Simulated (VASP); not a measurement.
# Al2O3 (Pnnm) in VASP: settings compared

Al2O3 is run at these levels: PBEsol+D4, RPBE+D3(BJ), PBE; tasks: single point.

All numbers are computed with VASP 6.6.1; they aren't measurements. Logs are shortened: lines on timing, memory, paths and dates and some standing lists are left out, and cuts for length are marked.

## (1) The cell of the first run

The structure is orthorhombic, space group Pnnm (No. 58). Conventional cell: a = 4.551 Å, b = 9.581 Å, c = 2.995 Å, α = 90.00°, β = 90.00°, γ = 90.00°. Al (site symmetry m) has 4 O at 1.68 to 1.80 Å within 2.2 Å. O (site symmetry 2/m) has 2 Al at 1.68 Å within 2.2 Å. Within 2.4 Å of O (site symmetry m) lie 3 Al at 1.79 to 1.80 Å.

## (2) Single point, PBEsol+D4

INCAR reads:

```
SYSTEM = Al2O3
ALGO = Normal
EDIFF = 1E-6
ENCUT = 520
GGA = PS
ISIF = 2
ISMEAR = -1
IVDW = 13
LASPH = .TRUE.
LCHARG = .TRUE.
LELF = .TRUE.
LREAL = .FALSE.
LVHAR = .TRUE.
LWAVE = .FALSE.
NBANDS = 35
NELM = 60
PREC = Accurate
SIGMA = 0.05
```

KPOINTS reads:

```
k-points
0
G
  6 3 9
  0 0 0
```

POSCAR reads:

```
Al2O3
1.0
    4.5506167393      0.0000000000      0.0000000000
    0.0000000000      9.5812039835      0.0000000000
    0.0000000000      0.0000000000      2.9950042976
Al O
4 6
Direct
    1.1117131377      0.8333866799      0.0000000000
   -0.1117131377      0.1666133201      0.0000000000
    0.6117131377      0.6666133201      0.5000000000
    0.3882868623      0.3333866799      0.5000000000
    0.5000000000      0.5000000000      0.5000000000
    0.3027344494      0.7846201381      0.5000000000
    0.1972655506      0.2846201381      0.0000000000
    0.8027344494      0.7153798619      0.0000000000
    0.0000000000      0.0000000000      0.0000000000
    0.6972655506      0.2153798619      0.5000000000
```

Potentials or basis: VASP PAW PBE potentials, release 64 (Al, O).

Started as:

```bash
> cat potpaw_PBE.64/Al/POTCAR potpaw_PBE.64/O/POTCAR > POTCAR
> mpirun -np 1 vasp_std > vasp.out
```

OUTCAR:

```text
SYSTEM = Al2O3
   EDIFF = 1E-6
   ENCUT = 520
   GGA = PS
   ISIF = 2
   ISMEAR = -1
   IVDW = 13
   LASPH = .TRUE.
   LREAL = .FALSE.
   NELM = 60
   PREC = Accurate

 ion  position               nearest neighbor table
   1  0.112  0.833  0.000-   9 1.68   6 1.79   6 1.79   8 1.80   3 3.16   3 3.16   3 3.16   3 3.16
                             2 3.35
   2  0.888  0.167  0.000-   9 1.68  10 1.79  10 1.79   7 1.80   4 3.16   4 3.16   4 3.16   4 3.16
                             1 3.35
   3  0.612  0.667  0.500-   5 1.68   8 1.79   8 1.79   6 1.80   1 3.16   1 3.16   1 3.16   1 3.16
                             4 3.35
   4  0.388  0.333  0.500-   5 1.68   7 1.79   7 1.79  10 1.80   2 3.16   2 3.16   2 3.16   2 3.16
                             3 3.35
   5  0.500  0.500  0.500-   3 1.68   4 1.68
   6  0.303  0.785  0.500-   1 1.79   1 1.79   3 1.80
   7  0.197  0.285  0.000-   4 1.79   4 1.79   2 1.80
   8  0.803  0.715  0.000-   3 1.79   3 1.79   1 1.80
   9  0.000  0.000  0.000-   1 1.68   2 1.68
  10  0.697  0.215  0.500-   2 1.79   2 1.79   4 1.80

  LATTYP: Found a simple orthorhombic cell.
 ALAT       =     2.9950042976
 B/A-ratio  =     1.5194024072
 C/A-ratio  =     3.1990618482

  Lattice vectors:

 A1 = (   0.0000000000,   0.0000000000,   2.9950042976)
 A2 = (   4.5506167393,   0.0000000000,   0.0000000000)
 A3 = (   0.0000000000,   9.5812039835,   0.0000000000)

Analysis of symmetry for initial positions (statically):
=====================================================================
 Subroutine PRICEL returns:
 Original cell was already a primitive cell.

 Routine SETGRP: Setting up the symmetry group for a
 simple orthorhombic supercell.

 Subroutine GETGRP returns: Found  8 space group operations
 (whereof  4 operations were pure point group operations)
 out of a pool of  8 trial point group operations.

The static configuration has the point symmetry C_2h.
 The point group associated with its full space group is D_2h.

Analysis of symmetry for dynamics (positions and initial velocities):
=====================================================================
 Subroutine PRICEL returns:
 Original cell was already a primitive cell.

 Routine SETGRP: Setting up the symmetry group for a
 simple orthorhombic supercell.

 Subroutine GETGRP returns: Found  8 space group operations
 (whereof  4 operations were pure point group operations)
 out of a pool of  8 trial point group operations.

The dynamic configuration has the point symmetry C_2h.
 The point group associated with its full space group is D_2h.

 Subroutine INISYM returns: Found  8 space group operations
 (whereof  4 operations are pure point group operations),
 and found     1 'primitive' translations

----------------------------------------------------------------------------------------

                                     Primitive cell

  volume of cell :     130.5833

  direct lattice vectors                    reciprocal lattice vectors
     4.550616739  0.000000000  0.000000000     0.219750433  0.000000000  0.000000000
     0.000000000  9.581203984  0.000000000     0.000000000  0.104371017  0.000000000
     0.000000000  0.000000000  2.995004298     0.000000000  0.000000000  0.333889337

  length of vectors
     4.550616739  9.581203984  2.995004298     0.219750433  0.104371017  0.333889337

  position of ions in fractional coordinates (direct lattice)
     0.111713138  0.833386680  0.000000000
     0.888286862  0.166613320  0.000000000
     0.611713138  0.666613320  0.500000000
     0.388286862  0.333386680  0.500000000
     0.500000000  0.500000000  0.500000000
     0.302734449  0.784620138  0.500000000
     0.197265551  0.284620138  0.000000000
     0.802734449  0.715379862  0.000000000
     0.000000000  0.000000000  0.000000000
     0.697265551  0.215379862  0.500000000

  ion indices of the primitive-cell ions
   primitive index   ion index
                 1           1
                 2           2
                 3           3
                 4           4
                 5           5
                 6           6
                 7           7
                 8           8
                 9           9
                10          10

----------------------------------------------------------------------------------------

 KPOINTS: k-points

Automatic generation of k-mesh.
 Grid dimensions read from file:
 generate k-points for:    6    3    9

 Generating k-lattice:

  Cartesian coordinates                     Fractional coordinates (reciprocal lattice)
     0.036625072  0.000000000  0.000000000     0.166666667  0.000000000  0.000000000
     0.000000000  0.034790339  0.000000000     0.000000000  0.333333333  0.000000000
     0.000000000  0.000000000  0.037098815     0.000000000  0.000000000  0.111111111

  Length of vectors
     0.036625072  0.034790339  0.037098815

  Shift w.r.t. Gamma in fractional coordinates (k-lattice)
[... 84 lines left out ...]

 E-fermi :   3.4674     XC(G=0):  -9.2785

 val. band max:        2.2935119766   @ k =   0.0000   0.0000   0.0000
 cond. band min:       5.7412100888   @ k =   0.0000   0.0000   0.0000
 fundamental gap:      3.4476981123
 Fermi energy:         3.4673929526

 k-point     1 :       0.0000    0.0000    0.0000
  band No.  band energies     occupation
      1     -16.8147      2.00000
      2     -16.7308      2.00000
      3     -15.5357      2.00000
      4     -15.5140      2.00000
      5     -14.1815      2.00000
      6     -14.0378      2.00000
[... 27 lines left out ...]
     34      13.3240      0.00000
     35      14.3724      0.00000

 k-point     2 :       0.1667    0.0000    0.0000
  band No.  band energies     occupation
      1     -16.7407      2.00000
      2     -16.6589      2.00000
      3     -15.6362      2.00000
      4     -15.6085      2.00000
      5     -14.1656      2.00000
      6     -14.0433      2.00000
[... 27 lines left out ...]
     34      12.9195      0.00000
     35      14.0696      0.00000

 k-point     3 :       0.3333    0.0000    0.0000
  band No.  band energies     occupation
      1     -16.5315      2.00000
      2     -16.4569      2.00000
      3     -15.8978      2.00000
      4     -15.8533      2.00000
      5     -14.1292      2.00000
      6     -14.0603      2.00000
[... 27 lines left out ...]
     34      12.5593      0.00000
     35      13.5731      0.00000

 k-point     4 :       0.5000    0.0000    0.0000
  band No.  band energies     occupation
      1     -16.2274      2.00000
      2     -16.2274      2.00000
      3     -16.1654      2.00000
      4     -16.1654      2.00000
      5     -14.0902      2.00000
      6     -14.0902      2.00000
[... 27 lines left out ...]
     34      12.5248      0.00000
     35      13.5698      0.00000

 k-point     5 :       0.0000    0.3333    0.0000
  band No.  band energies     occupation
      1     -16.7947      2.00000
      2     -16.7528      2.00000
      3     -15.5295      2.00000
      4     -15.5187      2.00000
      5     -14.1457      2.00000
      6     -14.0738      2.00000
[... 638 lines left out ...]
 k-point    22 :       0.1667    0.3333    0.2222
  band No.  band energies     occupation
      1     -16.4382      2.00000
      2     -16.4048      2.00000
      3     -15.5590      2.00000
      4     -15.5527      2.00000
      5     -14.0292      2.00000
      6     -13.9756      2.00000
[... 27 lines left out ...]
     34      13.3843      0.00000
     35      13.7644      0.00000

 k-point    23 :       0.3333    0.3333    0.2222
  band No.  band energies     occupation
      1     -16.2655      2.00000
      2     -16.2360      2.00000
      3     -15.7584      2.00000
      4     -15.7442      2.00000
      5     -14.0094      2.00000
      6     -13.9791      2.00000
[... 27 lines left out ...]
     34      13.1073      0.00000
     35      13.5548      0.00000

 k-point    24 :       0.5000    0.3333    0.2222
  band No.  band energies     occupation
      1     -16.0283      2.00000
      2     -16.0283      2.00000
      3     -15.9858      2.00000
      4     -15.9858      2.00000
      5     -13.9903      2.00000
      6     -13.9903      2.00000
[... 27 lines left out ...]
     34      13.2511      0.00000
     35      13.3247      0.00000

 [... further k-points ...]

------------------------ aborting loop because EDIFF is reached ----------------------------------------

  DFT-D4 for vdW energy calculation

  Edisp (eV):   -1.04227

  FORCE on cell =-STRESS in cart. coord.  units (eV):
  Direction    XX          YY          ZZ          XY          YZ          ZX
  --------------------------------------------------------------------------------------
  -------------------------------------------------------------------------------------
  Total       0.07105     0.44912     0.08330    -0.00000     0.00000     0.00000
  in kB       0.87177     5.51038     1.02206    -0.00000     0.00000     0.00000
  external pressure =        2.47 kB  Pullay stress =        0.00 kB

 VOLUME and BASIS-vectors are now :
 -----------------------------------------------------------------------------
  energy-cutoff  :      520.00
  volume of cell :      130.58
      direct lattice vectors                 reciprocal lattice vectors
     4.550616739  0.000000000  0.000000000     0.219750433  0.000000000  0.000000000
     0.000000000  9.581203984  0.000000000     0.000000000  0.104371017  0.000000000
     0.000000000  0.000000000  2.995004298     0.000000000  0.000000000  0.333889337

 POSITION                                       TOTAL-FORCE (eV/Angst)
 -----------------------------------------------------------------------------------
      0.50836      7.98485      0.00000         0.017749     -0.047075     -0.000000
      4.04225      1.59636      0.00000        -0.017749      0.047075      0.000000
      2.78367      6.38696      1.49750         0.017749      0.047075     -0.000000
      1.76694      3.19425      1.49750        -0.017749     -0.047075      0.000000
      2.27531      4.79060      1.49750         0.000000      0.000000      0.000000
      1.37763      7.51761      1.49750         0.006625     -0.005884      0.000000
      0.89768      2.72700      0.00000        -0.006625     -0.005884     -0.000000
      3.65294      6.85420      0.00000         0.006625      0.005884      0.000000
      0.00000      0.00000      0.00000         0.000000      0.000000      0.000000
      3.17299      2.06360      1.49750        -0.006625      0.005884     -0.000000
 -----------------------------------------------------------------------------------
    total drift:                                0.000000      0.000000     -0.000000

  FREE ENERGIE OF THE ION-ELECTRON SYSTEM (eV)
  ---------------------------------------------------
  free  energy   TOTEN  =       -77.9968006791 eV

  energy  without entropy=      -77.9968006790  energy(sigma->0) =      -77.99680068
```

It took 5.4 min on 1 thread of AMD EPYC 7R13, shared host; peak memory 0.27 GiB.

Results:

| Item | Value |
| --- | --- |
| Free energy | -77.9968 eV |
| Pressure | 0.2 GPa |
| Largest force | 0.050 eV/Å |
| Band gap on the k mesh | 3.45 eV, direct |
| Dispersion energy per atom | -0.104 eV |

Forces on the atoms (eV/Å):
```
Al   0.018 -0.047  0.000
Al  -0.018  0.047  0.000
Al   0.018  0.047  0.000
Al  -0.018 -0.047  0.000
O    0.000  0.000  0.000
O    0.007 -0.006  0.000
O   -0.007 -0.006  0.000
O    0.007  0.006  0.000
O    0.000  0.000  0.000
O   -0.007  0.006  0.000
```

Caveat: the PAW data sets were made with another functional, which shifts forces and pressure a little. A k mesh can miss the band edges.

## (3) Single point, RPBE+D3(BJ)

This run uses another cell than the first one, of 13.01 Å³/atom, 0.996 times its volume.

INCAR reads:

```
PREC = Accurate
ENCUT = 520
EDIFF = 1E-6
ISMEAR = -1
SIGMA = 0.05
LREAL = False
LASPH = True
NELM = 80
ALGO = Normal
ISIF = 2
LWAVE = False
LCHARG = False
GGA = RP
IVDW = 12
NBANDS = 35
```

KPOINTS reads:

```
Automatic mesh
0
Gamma
  6 3 9
```

POSCAR reads:

```
Al2O3
1.0
    4.6207829569      0.0000000000      0.0000000000
    0.0000000000      9.3883560153      0.0000000000
    0.0000000000      0.0000000000      2.9987365631
Al O
4 6
Direct
    0.9664785985      0.8223301872      0.0000000000
    0.0335214015      0.1776698128      0.0000000000
    0.4664785985      0.6776698128      0.5000000000
    0.5335214015      0.3223301872      0.5000000000
    0.5000000000      0.5000000000      0.5000000000
    0.0983671621      0.7395033893      0.5000000000
    0.4016328379      0.2395033893      0.0000000000
    0.5983671621      0.7604966107      0.0000000000
    0.0000000000      0.0000000000      0.0000000000
    0.9016328379      0.2604966107      0.5000000000
```

Potentials or basis: VASP PAW PBE potentials, release 64 (Al, O).

Started as:

```bash
> cat potpaw_PBE.64/Al/POTCAR potpaw_PBE.64/O/POTCAR > POTCAR
> mpirun -np 1 vasp_std > vasp.out
```

Run time: 3.5 min. Hardware: 1 thread of Intel Xeon 6975P-C, shared host; peak memory 0.31 GiB.

Results (log left out):

- Free energy: -76.5281 eV
- Pressure: -0.4 GPa
- Largest force: 0.026 eV/Å
- Band gap on the k mesh: 3.79 eV, direct
- Dispersion energy per atom: -0.609 eV

Forces in eV/Å, atoms in the order of the input:
```
Al  -0.014 -0.010  0.000
Al   0.014  0.010  0.000
Al  -0.014  0.010  0.000
Al   0.014 -0.010  0.000
O    0.000  0.000  0.000
O    0.014  0.022  0.000
O   -0.014  0.022  0.000
O    0.014 -0.022  0.000
O    0.000  0.000  0.000
O   -0.014 -0.022  0.000
```

Stress tensor (GPa, compression positive):
```
-0.43  0.00  0.00
 0.00 -0.41  0.00
 0.00  0.00 -0.50
```

Levels at points of the mesh, in eV from the valence-band top:
| k point | band 22 | band 23 | band 24 | band 25 | band 26 | band 27 |
| --- | --- | --- | --- | --- | --- | --- |
| (0.00, 0.00, 0.00) | -0.86 | -0.06 | 0.00 | 3.79 | 5.47 | 6.61 |
| (0.50, 0.00, 0.00) | -1.03 | -0.02 | -0.02 | 6.29 | 6.29 | 6.83 |

Caveat: the PAW data sets were made with another functional, which shifts forces and pressure a little.

## (4) Single point, PBE

This run uses another cell than the first one, of 13.77 Å³/atom, 1.054 times its volume.

INCAR reads:

```
SYSTEM = Al2O3
PREC     = Accurate       ! precision mode
ENCUT    = 520            ! plane-wave cutoff, eV
EDIFF    = 1E-6           ! SCF threshold, eV
ISMEAR   = 0              ! smearing method
SIGMA    = 0.012          ! smearing width, eV
LREAL    = .False.        ! projectors in reciprocal space
LASPH    = .True.         ! aspherical terms in the spheres
NELM     = 80             ! most SCF steps
ALGO     = Normal         ! electronic algorithm
ISIF     = 2              ! what is computed and relaxed
LWAVE    = .False.        ! write WAVECAR
LCHARG   = .True.         ! write CHGCAR
GGA      = PE             ! functional
LELF     = .True.         ! ELF
LVHAR    = .True.       
NBANDS   = 35             ! bands
```

KPOINTS reads:

```
regular mesh
0
Gamma
  6 3 9
  0 0 0
```

POSCAR reads:

```
Al2O3
1.0
    4.6137770000      0.0000000000      0.0000000000
    0.0000000000      9.5632790000      0.0000000000
    0.0000000000      0.0000000000      3.1198620000
Al O
4 6
Direct
    0.9829750000      0.8245730000      0.0000000000
    0.0170250000      0.1754270000      0.0000000000
    0.4829750000      0.6754270000      0.5000000000
    0.5170250000      0.3245730000      0.5000000000
    0.5000000000      0.5000000000      0.5000000000
    0.1236350000      0.7530500000      0.5000000000
    0.3763650000      0.2530500000      0.0000000000
    0.6236350000      0.7469500000      0.0000000000
    0.0000000000      0.0000000000      0.0000000000
    0.8763650000      0.2469500000      0.5000000000
```

Started as:

```bash
> cat potpaw_PBE.64/Al/POTCAR potpaw_PBE.64/O/POTCAR > POTCAR
> mpirun -np 1 vasp_std > vasp.out
```

It took 3.5 min on 1 thread of Intel Xeon 6975P-C, shared host; peak memory 0.31 GiB.

The run converged. Its results:

```
Free energy            : -73.8533 eV
Pressure               : -0.1 GPa
Largest force          : 0.191 eV/Å
Band gap on the k mesh : 3.51 eV, direct
```

Forces on the atoms (eV/Å):
```
Al  -0.054 -0.053  0.000
Al   0.054  0.053  0.000
Al  -0.054  0.053  0.000
Al   0.054 -0.053  0.000
O    0.000  0.000  0.000
O    0.157 -0.108  0.000
O   -0.157 -0.108  0.000
O    0.157  0.108  0.000
O    0.000  0.000  0.000
O   -0.157  0.108  0.000
```

Stress tensor (GPa, compression positive):
```
 1.15  0.00  0.00
 0.00  1.81  0.00
 0.00  0.00 -3.13
```

Levels at points of the mesh, in eV from the valence-band top:
| k point | band 22 | band 23 | band 24 | band 25 | band 26 | band 27 |
| --- | --- | --- | --- | --- | --- | --- |
| (0.00, 0.00, 0.00) | -0.53 | -0.06 | 0.00 | 3.51 | 5.05 | 6.14 |
| (0.50, 0.00, 0.00) | -0.88 | -0.02 | -0.02 | 6.00 | 6.00 | 6.52 |

## (5) Summary

| level | cell | smearing | gap on the mesh (eV) | pressure (GPa) | largest force (eV/Å) |
| --- | --- | --- | --- | --- | --- |
| PBEsol+D4 | a = 4.551, b = 9.581, c = 2.995 Å, 10 atoms | fermi-dirac 0.05 eV | 3.45 | 0.2 | 0.05 |
| RPBE+D3(BJ) | a = 4.621, b = 9.388, c = 2.999 Å, 10 atoms | fermi-dirac 0.05 eV | 3.79 | -0.4 | 0.03 |
| PBE | a = 4.614, b = 9.563, c = 3.120 Å, 10 atoms | gaussian 0.012 eV | 3.51 | -0.1 | 0.19 |

Alike in all rows: task single point; potentials or basis VASP PAW PBE potentials, release 64 (Al, O); no spin polarisation; k mesh 6 × 3 × 9; cutoff (eV) 520.

Caveats: the PAW data sets were made with another functional, which shifts forces and pressure a little (some runs).

Total energies depend on the potentials used, so only differences within one code and one set of settings carry meaning.
